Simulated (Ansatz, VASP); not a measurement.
## MgZn5S6 in VASP and in Ansatz

```
Mg Zn S
1.0
     3.87673    0.00000    0.00000
    -1.93836    3.35734    0.00000
     0.00000    0.00000   19.03210
Mg Zn S
1 5 6
Direct
  0.33333 0.66667 0.16655
  0.00000 0.00000 0.99591
  0.00000 0.00000 0.50213
  0.66667 0.33333 0.66682
  0.66667 0.33333 0.33766
  0.33333 0.66667 0.83122
  0.00000 0.00000 0.11965
  0.00000 0.00000 0.62629
  0.33333 0.66667 0.29644
  0.66667 0.33333 0.79073
  0.66667 0.33333 0.46143
  0.33333 0.66667 0.95514
```

Alike in both runs: task single point; functional PBE; k mesh 6 × 6 × 1; occupations gaussian, width 0.1 eV; no spin polarisation.

|  | VASP | Ansatz |
| --- | --- | --- |
| version | VASP 6.6.1 | Ansatz 0.2.0 |
| potentials or method | VASP PAW PBE potentials, release 64 (Mg, Zn, S), cutoff 520 eV | scalar-relativistic, plane waves, PAW |
| valence electrons in the cell | 98 | 106 |

VASP gave:

| Property | Result |
| --- | --- |
| gap on the k mesh at the Fermi level (eV) | 2.11 |
| least direct gap on the mesh (eV) | 2.11 |
| pressure (GPa) | 0.1 |
| rms of the force components (eV/Å) | 0.005 |

Question: What did Ansatz give for the same quantities?

Answer: gap on the k mesh at the Fermi level (eV): 2.11; least direct gap on the mesh (eV): 2.11; pressure (GPa): 0.0; rms of the force components (eV/Å): 0.001.

Atom by atom the forces differ by 0.006 eV/Å (rms over components). With one functional, cell and mesh, what is left measures potentials, basis and numerics. VASP's potentials hold 98 valence electrons a cell and Ansatz's 106, so a difference there can come from the potentials and not from the codes.
